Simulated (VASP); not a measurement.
Here is a VASP 6.6.1 calculation.

Contents of INCAR:

```
SYSTEM = Al
PREC = Accurate
ENCUT = 520
EDIFF = 1E-6
ISMEAR = 1
SIGMA = 0.1
LREAL = .FALSE.
LASPH = .TRUE.
NELM = 60
ALGO = Normal
ISIF = 2
LWAVE = .FALSE.
LCHARG = .FALSE.
GGA = PE
NBANDS = 8
```

Contents of KPOINTS:

```
Automatic mesh
0
G
  12 12 12
  0 0 0
```

POSCAR

```
Al
1.0
    0.0000000000      2.0415447258      2.0415447258
    2.0415447258      0.0000000000      2.0415447258
    2.0415447258      2.0415447258      0.0000000000
Al
1
Direct
    0.0000000000      0.0000000000      0.0000000000
```

Potentials or basis: VASP PAW PBE potentials, release 64 (Al).

Run with:

```sh
$ cat potpaw_PBE.64/Al/POTCAR > POTCAR
$ mpirun -np 1 vasp_std > vasp.out
```

Question: Estimate the pressure.

Answer: -2.2 GPa.
